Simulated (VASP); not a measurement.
Set up this calculation in VASP 6.6.1, as the native input.

```yaml
Task: single point
Functional: LDA
Potentials_or_basis: VASP PAW LDA potentials, release 64 (Ti_sv, N)
Cutoff: 520 eV
k_mesh: 14 × 14 × 14
Occupations: fermi-dirac, width 0.15 eV
Spin: no spin polarisation
Dipole_correction: no
Further_INCAR_settings: ALGO = Normal; EDIFF = 1e-06; NBANDS = 16
```

The structure of TiN (dq5) lies in POSCAR:

```
TiN
1.0
    0.0000000000      2.0866560794      2.0866560794
    2.0866560794      0.0000000000      2.0866560794
    2.0866560794      2.0866560794      0.0000000000
Ti N
1 1
Direct
    0.0000000000      0.0000000000      0.0000000000
    0.5000000000      0.5000000000      0.5000000000
```

One way to write it, as run:

INCAR

```
ALGO = Normal
EDIFF = 1E-6
ENCUT = 520
GGA = CA
ISIF = 2
ISMEAR = -1
LASPH = T
LCHARG = F
LREAL = F
LWAVE = F
NBANDS = 16
NELM = 100
PREC = Accurate
SIGMA = 0.15
```

KPOINTS

```
k-points
0
Gamma
  14 14 14
```

Potentials or basis: VASP PAW LDA potentials, release 64 (Ti_sv, N).

Run with:

```console
$ cat potpaw_LDA.64/Ti_sv/POTCAR potpaw_LDA.64/N/POTCAR > POTCAR
$ mpirun -np 1 vasp_std > vasp.out
```

Results of the run:

```yaml
Pressure: 1.0 GPa
```

Run time: 32 s on 1 thread of Intel(R) Xeon(R) Platinum 8488C (Sapphire Rapids), with other jobs on the host, peak memory 0.15 GiB.
